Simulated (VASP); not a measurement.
A run of VASP 6.6.1 is set up as follows.

File INCAR:

```
  PREC = Accurate
  ENCUT = 520
  EDIFF = 1E-7
  ISMEAR = -1
  SIGMA = 0.1
  LREAL = False
  LASPH = True
  NELM = 100
  ALGO = Normal
  ISIF = 2
  LWAVE = False
  LCHARG = False
  NBANDS = 12
```

KPOINTS

```
regular mesh
0
Gamma
  13 13 13
```

The input POSCAR:

```
Ag
1.0
    2.5366569828      0.0000000000      0.0000000000
    0.0000000000      2.5366569828      0.0000000000
    0.0000000000      0.0000000000      2.5366569828
Ag
1
Direct
    0.0000000000      0.0000000000      0.0000000000
```

Potentials or basis: VASP PAW LDA potentials, release 64 (Ag).

Run with:

```sh
$ cat potpaw_LDA.64/Ag/POTCAR > POTCAR
$ mpirun -np 1 vasp_std > vasp.out
```

Problem. What does it give for the pressure?

Solution. 19.1 GPa.
